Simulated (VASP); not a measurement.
Here is a VASP 6.6.1 calculation.

The input INCAR:

```
SYSTEM = Tb5C
PREC = Accurate
ENCUT = 600
EDIFF = 1E-6
ISMEAR = 0
SIGMA = 0.1
LREAL = .False.
LASPH = .True.
NELM = 200
ALGO = Normal
ISIF = 2
LWAVE = .False.
LCHARG = .False.
GGA = PE
NBANDS = 34
GGA_COMPAT = .False.
LMAXMIX = 6
```

The input KPOINTS:

```
Automatic mesh
0
Gamma
  3 3 4
  0 0 0
```

The input POSCAR:

```
Tb5C
1.0
    6.1252038205      0.0000000000      0.0000000000
   -3.0626019103      5.3045821119      0.0000000000
    0.0000000000      0.0000000000      5.9477558089
Tb C
5 1
Direct
    0.5000000000      0.0000000000      0.5000000000
    0.5000000000      0.5000000000      0.5000000000
    0.0000000000      0.5000000000      0.5000000000
    0.3333333333      0.6666666667      0.0000000000
    0.6666666667      0.3333333333      0.0000000000
    0.0000000000      0.0000000000      0.0000000000
```

Potentials or basis: VASP PAW PBE potentials, release 64 (Tb_3, C), 4f in core.

Launch:

```sh
$ cat potpaw_PBE.64/Tb_3/POTCAR potpaw_PBE.64/C/POTCAR > POTCAR
$ mpirun -np 1 vasp_std > vasp.out
```

Problem. Predict the pressure.

Solution. 0.3 GPa.

Problem. What does it give for the band gap on the k mesh?

Solution. Zero (an odd number of electrons rules out a gap without spin polarisation).

Stress tensor (GPa, compression positive):
```
0.16 0.00 0.00
0.00 0.16 0.00
0.00 0.00 0.65
```

Caveat: the k points lie up to 0.39 Å⁻¹ apart, too coarse for converged energies and pressures of a metal; spin-orbit coupling is left out, which moves the levels of the heavy elements; the 4f electrons are frozen in the core, so they carry no moment and show no levels. Spin polarisation is off, so any magnetic state and its effect on volume and gap are missing.
